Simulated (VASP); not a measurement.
A run of VASP 6.6.1 is set up as follows.

INCAR

```
PREC = Accurate
ENCUT = 600
EDIFF = 1E-6
ISMEAR = -1
SIGMA = 0.05
LREAL = False
LASPH = True
NELM = 100
ALGO = Normal
ISIF = 3
LWAVE = False
LCHARG = False
GGA = PE
IBRION = 2
NSW = 60
EDIFFG = -0.005
PSTRESS = 82.0
```

File KPOINTS:

```
Automatic mesh
0
Gamma
  6 6 9
```

The input POSCAR:

```
Sr
1.0
    5.9413788304      0.0000000000      0.0000000000
   -2.9706894152      5.1453850006      0.0000000000
    0.0000000000      0.0000000000      3.6836548749
Sr
3
Direct
    0.0000000000      0.0000000000      0.0000000000
    0.3333333333      0.6666666667      0.5000000000
    0.6666666667      0.3333333333      0.5000000000
```

Potentials or basis: VASP PAW PBE potentials, release 64 (Sr_sv).

Launch:

```console
$ cat potpaw_PBE.64/Sr_sv/POTCAR > POTCAR
$ mpirun -np 1 vasp_std > vasp.out
```

Q: What does it give for the space group after relaxing (to 0.1 Å)?

A: P6/mmm (No. 191).

Q: Estimate the relaxed volume.

A: 37.33 Å³/atom.

Step by step:
| step | energy change (eV) | largest force (eV/Å) | pressure (GPa) | volume (Å³) |
| --- | --- | --- | --- | --- |
| 1 | 0.0000 | 0.0000 | 8.03 | 112.61 |
| 2 | -0.0023 | 0.0000 | 8.23 | 111.91 |
| 3 | 0.0131 | 0.0000 | 8.36 | 111.48 |
| 4 | 0.0152 | 0.0000 | 8.36 | 111.44 |
| 5 | -0.0200 | 0.0000 | 8.16 | 112.12 |
| 6 | -0.0131 | 0.0000 | 8.20 | 111.98 |

Caveat: the cell is relaxed towards a set pressure, so the run minimises the enthalpy, not the energy.
